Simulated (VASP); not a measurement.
A run of VASP 6.6.1:

Contents of POSCAR:

```
Al3GaN4
1.0
    0.0000000000     -4.4012372922      0.0000000000
    0.0000000000      0.0000000000     -4.4012372922
    8.8024745843     -1.1003093230      1.1003093230
Al Ga N
6 2 8
Direct
    0.2652750000      1.2347250000      0.9389000000
    0.3902750000      1.1097250000      0.4389000000
    0.7652750000      0.7347250000      0.9389000000
    0.8902750000      0.6097250000      0.4389000000
    0.4527750000      0.5472250000      0.1889000000
    0.3277750000      0.6722250000      0.6889000000
    0.9527750000      1.0472250000      0.1889000000
    0.8277750000      1.1722250000      0.6889000000
    0.2402595698      0.7597404302      0.0611290801
    0.1152595698      0.8847404302      0.5611290801
    0.7291758902      0.2708241098      0.0611290801
    0.6041758902      0.3958241098      0.5611290801
    0.0513741098      0.4597095698      0.8166709199
    0.1763741098      0.3347095698      0.3166709199
    0.5402904302      0.9486258902      0.8166709199
    0.6652904302      0.8236258902      0.3166709199
```

File INCAR.step1:

```
ALGO     = Normal         # electronic algorithm
EDIFF    = 1E-4           # SCF threshold, eV
ENCUT    = 520            # plane-wave cutoff, eV
GGA      = PE             # functional
ISMEAR   = 0              # smearing method
LASPH    = T              # aspherical terms in the spheres
LCHARG   = F              # write CHGCAR
LREAL    = Auto         
LWAVE    = T              # write WAVECAR
NBANDS   = 56             # bands
NELM     = 100            # most SCF steps
PREC     = Accurate       # precision mode
SIGMA    = 0.05           # smearing width, eV
```

The input INCAR.step2:

```
ALGO     = Normal         # electronic algorithm
EDIFF    = 1E-7           # SCF threshold, eV
ENCUT    = 520            # plane-wave cutoff, eV
ISIF     = 2              # what is computed and relaxed
ISMEAR   = 0              # smearing method
ISTART   = 1            
LASPH    = T              # aspherical terms in the spheres
LCHARG   = F              # write CHGCAR
LMIXTAU  = T            
LREAL    = Auto         
LWAVE    = F              # write WAVECAR
METAGGA  = R2SCAN         # meta-GGA
NBANDS   = 56             # bands
NELM     = 100            # most SCF steps
PREC     = Accurate       # precision mode
SIGMA    = 0.05           # smearing width, eV
```

KPOINTS

```
k-points
0
Gamma
  5 5 3
```

Potentials or basis: VASP PAW PBE potentials, release 64 (Al, Ga_d, N).

The run is started by

```sh
$ cat potpaw_PBE.64/Al/POTCAR potpaw_PBE.64/Ga_d/POTCAR potpaw_PBE.64/N/POTCAR > POTCAR
$ cp INCAR.step1 INCAR
$ mpirun -np 1 vasp_std > vasp.out
$ cp INCAR.step2 INCAR
$ mpirun -np 1 vasp_std > vasp.out
```

Hardware: 1 thread of Intel Xeon 8259CL (shared host).

**Question.** How long does it take, and how much memory?

**Answer.** Run time: 36 min on 1 thread of Intel Xeon 8259CL (shared host), peak memory 0.4 GiB. Counts: k points 24.
